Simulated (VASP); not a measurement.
# Sb2AsSe2 (C2/m) in VASP: single point with r2SCAN

Aim: the single point of Sb2AsSe2 with r2SCAN.

Everything below comes from runs of VASP 6.6.1. Logs are shortened: lines on timing, memory, paths and dates and some standing lists are left out, and cuts for length are marked.

## Step 1: The cell of the first run

The structure is monoclinic, space group C2/m (No. 12). The conventional cell has a = 10.899 Å, b = 4.014 Å, c = 12.663 Å, α = 90.00°, β = 115.25°, γ = 90.00°. Sb (site symmetry m) has 5 Se at 2.56 to 3.67 Å and 3 As at 2.72 to 3.53 Å and 1 Sb at 3.75 Å within 3.8 Å. Sb (site symmetry m) has 5 Se at 2.44 to 2.99 Å within 3.2 Å. As (site symmetry m) has 1 As at 2.50 Å and 2 Sb at 2.72 Å within 3.3 Å. Se (site symmetry m) has 5 Sb at 2.56 to 3.67 Å and 5 As at 3.53 to 4.08 Å and 6 Se at 3.57 to 4.06 Å within 4.1 Å. Within 3.2 Å of Se (site symmetry m) lie 3 Sb at 2.44 to 2.99 Å.

## Step 2: Single point, r2SCAN

POSCAR

```
Sb2AsSe2
1.0
    0.0000000000      4.0137300000      0.0000000000
    5.4493050000     -2.0068650000      0.0000000000
   -0.0478120000      2.0068650000    -11.4528060000
Sb As Se
4 2 4
Direct
    0.9548000000      0.7341000000      0.8245000000
    0.0452000000      0.2659000000      0.1755000000
    0.8119000000      0.2259000000      0.6021000000
    0.1881000000      0.7741000000      0.3979000000
    0.3942000000      0.7728000000      0.9844000000
    0.6058000000      0.2272000000      0.0156000000
    0.2114000000      0.1852000000      0.7624000000
    0.7886000000      0.8148000000      0.2376000000
    0.5937000000      0.7790000000      0.5916000000
    0.4063000000      0.2210000000      0.4084000000
```

INCAR.step1

```
SYSTEM = Sb2AsSe2
PREC = Accurate ; ENCUT = 520
ISMEAR = -1 ; SIGMA = 0.1
LREAL = .FALSE. ; LASPH = .TRUE.
NELM = 60 ; NBANDS = 38
GGA = PE ; ALGO = Normal
EDIFF = 1E-4 ; LWAVE = .TRUE.
LCHARG = .FALSE.
```

INCAR.step2

```
SYSTEM = Sb2AsSe2
PREC = Accurate ; ENCUT = 520
EDIFF = 1E-6 ; ISMEAR = -1
SIGMA = 0.1 ; LREAL = .FALSE.
LASPH = .TRUE. ; NELM = 60
ALGO = Normal ; ISIF = 2
LWAVE = .FALSE. ; LCHARG = .FALSE.
METAGGA = R2SCAN ; LMIXTAU = .TRUE.
NBANDS = 38 ; ISTART = 1
```

KPOINTS

```
Automatic mesh
0
G
  5 5 5
  0 0 0
```

Potentials or basis: VASP PAW PBE potentials, release 64 (Sb, As, Se).

On the command line:

```
$ cat potpaw_PBE.64/Sb/POTCAR potpaw_PBE.64/As/POTCAR potpaw_PBE.64/Se/POTCAR > POTCAR
$ cp INCAR.step1 INCAR
$ mpirun -np 1 vasp_std > vasp.out
$ cp INCAR.step2 INCAR
$ mpirun -np 1 vasp_std > vasp.out
```

OUTCAR:

```text
SYSTEM = Sb2AsSe2
   PREC = Accurate
   ENCUT = 520
   EDIFF = 1E-6
   ISMEAR = -1
   LREAL = .FALSE.
   LASPH = .TRUE.
   NELM = 60
   ISIF = 2
   METAGGA = R2SCAN
   ISTART = 1

 ion  position               nearest neighbor table
   1  0.955  0.734  0.825-   7 2.56   5 2.72   5 2.72   3 3.75
   2  0.045  0.266  0.175-   8 2.56   6 2.72   6 2.72   4 3.75
   3  0.812  0.226  0.602-   9 2.44   7 2.73   7 2.73  10 2.99  10 2.99   1 3.75
   4  0.188  0.774  0.398-  10 2.44   8 2.73   8 2.73   9 2.99   9 2.99   2 3.75
   5  0.394  0.773  0.984-   6 2.50   1 2.72   1 2.72
   6  0.606  0.227  0.016-   5 2.50   2 2.72   2 2.72
   7  0.211  0.185  0.762-   1 2.56   3 2.73   3 2.73
   8  0.789  0.815  0.238-   2 2.56   4 2.73   4 2.73
   9  0.594  0.779  0.592-   3 2.44   4 2.99   4 2.99
  10  0.406  0.221  0.408-   4 2.44   3 2.99   3 2.99

  LATTYP: Found a base centered monoclinic cell.
 ALAT       =    10.8986100000
 B/A-ratio  =     0.3682790741
 C/A-ratio  =     1.1618598499
 COS(beta)  =    -0.4265686766

  Lattice vectors:

 A1 = (  -5.4493050000,  -2.0068650000,   0.0000000000)
 A2 = (  -5.4493050000,   2.0068650000,   0.0000000000)
 A3 = (   5.4014930000,   0.0000000000, -11.4528060000)

Analysis of symmetry for initial positions (statically):
=====================================================================
 Subroutine PRICEL returns:
 Original cell was already a primitive cell.

 Routine SETGRP: Setting up the symmetry group for a
 base centered monoclinic supercell.

 Subroutine GETGRP returns: Found  4 space group operations
 (whereof  4 operations were pure point group operations)
 out of a pool of  4 trial point group operations.

The static configuration has the point symmetry C_2h.

Analysis of symmetry for dynamics (positions and initial velocities):
=====================================================================
 Subroutine PRICEL returns:
 Original cell was already a primitive cell.

 Routine SETGRP: Setting up the symmetry group for a
 base centered monoclinic supercell.

 Subroutine GETGRP returns: Found  4 space group operations
 (whereof  4 operations were pure point group operations)
 out of a pool of  4 trial point group operations.

The dynamic configuration has the point symmetry C_2h.

 Subroutine INISYM returns: Found  4 space group operations
 (whereof  4 operations are pure point group operations),
 and found     1 'primitive' translations

----------------------------------------------------------------------------------------

                                     Primitive cell

  volume of cell :     250.4962

  direct lattice vectors                    reciprocal lattice vectors
     0.000000000  4.013730000  0.000000000     0.091754820  0.249144810  0.043274375
     5.449305000 -2.006865000  0.000000000     0.183509640  0.000000000 -0.000766097
    -0.047812000  2.006865000-11.452806000     0.000000000  0.000000000 -0.087314847

  length of vectors
     4.013730000  5.807101869 11.627405488     0.269006980  0.183511239  0.087314847

  position of ions in fractional coordinates (direct lattice)
     0.954800000  0.734100000  0.824500000
     0.045200000  0.265900000  0.175500000
     0.811900000  0.225900000  0.602100000
     0.188100000  0.774100000  0.397900000
     0.394200000  0.772800000  0.984400000
     0.605800000  0.227200000  0.015600000
     0.211400000  0.185200000  0.762400000
     0.788600000  0.814800000  0.237600000
     0.593700000  0.779000000  0.591600000
     0.406300000  0.221000000  0.408400000

  ion indices of the primitive-cell ions
   primitive index   ion index
                 1           1
                 2           2
                 3           3
                 4           4
                 5           5
                 6           6
                 7           7
                 8           8
                 9           9
                10          10

----------------------------------------------------------------------------------------

 KPOINTS: Automatic mesh

Automatic generation of k-mesh.
 Grid dimensions read from file:
 generate k-points for:    5    5    5

 Generating k-lattice:

  Cartesian coordinates                     Fractional coordinates (reciprocal lattice)
     0.018350964  0.049828962  0.008654875     0.200000000  0.000000000  0.000000000
     0.036701928  0.000000000 -0.000153219     0.000000000  0.200000000 -0.000000000
     0.000000000  0.000000000 -0.017462969     0.000000000  0.000000000  0.200000000

  Length of vectors
     0.053801396  0.036702248  0.017462969

  Shift w.r.t. Gamma in fractional coordinates (k-lattice)
     0.000000000  0.000000000  0.000000000

 Subroutine IBZKPT returns following result:
 ===========================================

 Found     39 irreducible k-points:

 Following reciprocal coordinates:
            Coordinates               Weight
  0.000000  0.000000  0.000000      1.000000
  0.200000 -0.000000  0.000000      4.000000
  0.400000 -0.000000  0.000000      4.000000
  0.000000  0.200000 -0.000000      2.000000
  0.200000  0.200000  0.000000      4.000000
  0.400000  0.200000  0.000000      4.000000
[... 16 lines left out ...]
 -0.400000  0.400000  0.200000      4.000000
 -0.200000  0.400000  0.200000      4.000000
 [... further k-points ...]
   k-points           NKPTS =     39   k-points in BZ     NKDIM =     39   number of bands    NBANDS=     38
   number of dos      NEDOS =    301   number of ions     NIONS =     10
   total plane-waves  NPLWV = 129600
   dimension x,y,z NGX =    30 NGY =   48 NGZ =   90
   dimension x,y,z NGXF=    60 NGYF=   96 NGZF=  180
   ions per type =               4   2   4
   NGX,Y,Z   is equivalent  to a cutoff of  12.43, 13.74, 12.87 a.u.
   NGXF,Y,Z  is equivalent  to a cutoff of  24.85, 27.48, 25.74 a.u.
 SYSTEM =  Sb2AsSe2
   PREC   = accura    normal or accurate (medium, high low for compatibility)
   ISTART =      1    job   : 0-new  1-cont  2-samecut
   ICHARG =      0    charge: 1-file 2-atom 10-const
   ISPIN  =      1    spin polarized calculation?
   LNONCOLLINEAR =      F non collinear calculations
   LSORBIT =      F    spin-orbit coupling
   LASPH  =      T    aspherical Exc in radial PAW
   ENCUT  =  520.0 eV  38.22 Ry    6.18 a.u.   7.46 10.80 21.62*2*pi/ulx,y,z
   NELM   =     60;   NELMIN=  2; NELMDL=  0     # of ELM steps
   EDIFF  = 0.1E-05   stopping-criterion for ELM
   LREAL  =      F    real-space projection
   EDIFFG = 0.1E-04   stopping-criterion for IOM
   NSW    =      0    number of steps for IOM
   IBRION =     -1    ionic relax: 0-MD 1-quasi-New 2-CG
   NFREE  =      0    steps in history (QN), initial steepest desc. (CG)
   ISIF   =      2    stress and relaxation
   ISYM   =      2    0-nonsym 1-usesym 2-fastsym
   POTIM  = 0.5000    time-step for ionic-motion
   TEBEG  =    0.0;   TEEND  =   0.0 temperature during run
   PSTRESS=    0.0 pullay stress
   NELECT =      54.0000    total number of electrons
   NUPDOWN=      -1.0000    fix difference up-down
   EMIN   =  10.00;   EMAX   =-10.00  energy-range for DOS
   EFERMI =   0.00;   METHOD = LEGACY
   ISMEAR =    -1;   SIGMA  =   0.10  broadening in eV -4-tet -1-fermi 0-gaus
   EFERMI_NEDOS =   21; number of points for ismear=-14 and -15
   IALGO  =     38    algorithm
   IMIX   =      4    mixing-type and parameters
     AMIX     =   0.40;   BMIX     =  1.00
     AMIX_MAG =   1.60;   BMIX_MAG =  1.00
  volume/ion in A,a.u.               =      25.05       169.04
  Fermi-wavevector in a.u.,A,eV,Ry     =   0.981610  1.854974 13.110008  0.963558
  Thomas-Fermi vector in A             =   2.112630
   LORBIT       =      0    0 simple, 1 ext, 2 COOP (PROOUT), +10 PAW based schemes
   METAGGA = R2SCAN    functional components
   LHFCALC =     F    Hartree Fock is set to
   AEXX    =    0.0000 exact exchange contribution
   IVDW    =     0    specifies the selected vdW correction
   LEPSILON=     F    determine dielectric tensor
   LRPA    =     F    only Hartree local field effects (RPA)
 non-spin polarized calculation
  energy-cutoff  :      520.00
  volume of cell :      250.50
 maximum number of plane-waves:      6782
 NGX is ok and might be reduce to    30
   NGX = 15   NGY = 21   NGZ = 43

 number of electron      54.0000000 magnetization

 Free energy of the ion-electron system (eV)
  ---------------------------------------------------
  ext. energy  EPLUGINS =         0.00000000
  ---------------------------------------------------
  free energy    TOTEN  =      -190.69376009 eV

  energy without entropy =     -190.68757919  energy(sigma->0) =     -190.69066964

 E-fermi :   6.0387     XC(G=0): -10.1772

 val. band max:        5.8057206063   @ k =   0.0000   0.4000   0.4000
 cond. band min:       6.4231154005   @ k =   0.0000  -0.4000   0.4000
 fundamental gap:      0.6173947942
 Fermi energy:         6.0386518190

 k-point     1 :       0.0000    0.0000    0.0000
  band No.  band energies     occupation
      1      -9.9974      2.00000
      2      -9.2746      2.00000
      3      -8.3943      2.00000
      4      -7.4706      2.00000
      5      -7.0996      2.00000
      6      -5.3949      2.00000
[... 30 lines left out ...]
     37       9.9737      0.00000
     38      10.0637      0.00000

 k-point     2 :       0.2000   -0.0000    0.0000
  band No.  band energies     occupation
      1      -9.6985      2.00000
      2      -9.0469      2.00000
      3      -8.2225      2.00000
      4      -7.5729      2.00000
      5      -6.9316      2.00000
      6      -5.1390      2.00000
[... 30 lines left out ...]
     37       9.9982      0.00000
     38      10.1268      0.00000
[... 859 lines left out ...]
     37       9.5848      0.00000
     38      10.1678      0.00000

 k-point    24 :      -0.2000    0.4000    0.2000
  band No.  band energies     occupation
      1      -9.5256      2.00000
      2      -8.9842      2.00000
      3      -8.0969      2.00000
      4      -7.7616      2.00000
      5      -6.8851      2.00000
      6      -5.6209      2.00000
[... 30 lines left out ...]
     37       9.4096      0.00000
     38       9.8352      0.00000

 [... further k-points ...]

------------------------ aborting loop because EDIFF is reached ----------------------------------------

  FORCE on cell =-STRESS in cart. coord.  units (eV):
  Direction    XX          YY          ZZ          XY          YZ          ZX
  --------------------------------------------------------------------------------------
  -------------------------------------------------------------------------------------
  Total       13.0556586      6.4247250      5.9086790      0.0000000      0.0000000     -1.2346665
  in kB       83.5041756     41.0926315     37.7919936      0.0000000      0.0000000     -7.8969445
  external PRESSURE =      54.1296002 kB  Pullay stress =       0.0000000 kB

 VOLUME and BASIS-vectors are now :
 -----------------------------------------------------------------------------
  energy-cutoff  :      520.00
  volume of cell :      250.50
      direct lattice vectors                 reciprocal lattice vectors
     0.000000000  4.013730000  0.000000000     0.091754820  0.249144810  0.043274375
     5.449305000 -2.006865000  0.000000000     0.183509640  0.000000000 -0.000766097
    -0.047812000  2.006865000-11.452806000     0.000000000  0.000000000 -0.087314847

 POSITION                                       TOTAL-FORCE (eV/Angst)
 -----------------------------------------------------------------------------------
      3.96091      4.01373     -9.44284        -0.576148      0.000000     -0.503548
      1.44058      0.00000     -2.00997         0.576148     -0.000000      0.503548
      1.20221      4.01373     -6.89573         1.296976      0.000000      0.444768
      4.19928      0.00000     -4.55707        -1.296976     -0.000000     -0.444768
      4.16416      2.00686    -11.27414         0.543209     -0.000000      0.160407
      1.23734      2.00686     -0.17866        -0.543209     -0.000000     -0.160407
      0.97276      2.00686     -8.73162         0.786311     -0.000000     -0.779144
      4.42873      2.00687     -2.72119        -0.786311      0.000000      0.779144
      4.21672      2.00686     -6.77548        -1.504819      0.000000      0.527989
      1.18477      2.00687     -4.67733         1.504819     -0.000000     -0.527989
 -----------------------------------------------------------------------------------
    total drift:                                0.000000      0.000000     -0.000000

  FREE ENERGIE OF THE ION-ELECTRON SYSTEM (eV)
  ---------------------------------------------------
  free  energy   TOTEN  =      -190.6937600897 eV

  energy  without entropy=     -190.6875791895  energy(sigma->0) =     -190.69066964
```

Wall time 12 min (1 thread of AMD EPYC 9R45 (Zen 5), shared host); peak memory 0.55 GiB.

What came out:

- Free energy: -190.6938 eV
- Pressure: 5.4 GPa
- Largest force: 1.595 eV/Å
- Band gap on the k mesh: 0.62 eV (least direct gap 0.64 eV)

Forces on the atoms (eV/Å):
```
Sb  -0.576  0.000 -0.504
Sb   0.576  0.000  0.504
Sb   1.297  0.000  0.445
Sb  -1.297  0.000 -0.445
As   0.543  0.000  0.160
As  -0.543  0.000 -0.160
Se   0.786  0.000 -0.779
Se  -0.786  0.000  0.779
Se  -1.505  0.000  0.528
Se   1.505  0.000 -0.528
```

Levels at points of the mesh, in eV from the valence-band top:
```
           k point  band 25  band 26  band 27  band 28  band 29  band 30
(0.00, 0.00, 0.00)    -1.66    -0.69    -0.43     0.86     1.26     1.82
```

Caveat: the cell stands under pressure; the PAW data sets were made with another functional, which shifts forces and pressure a little; spin-orbit coupling is left out, which moves the levels of the heavy elements.
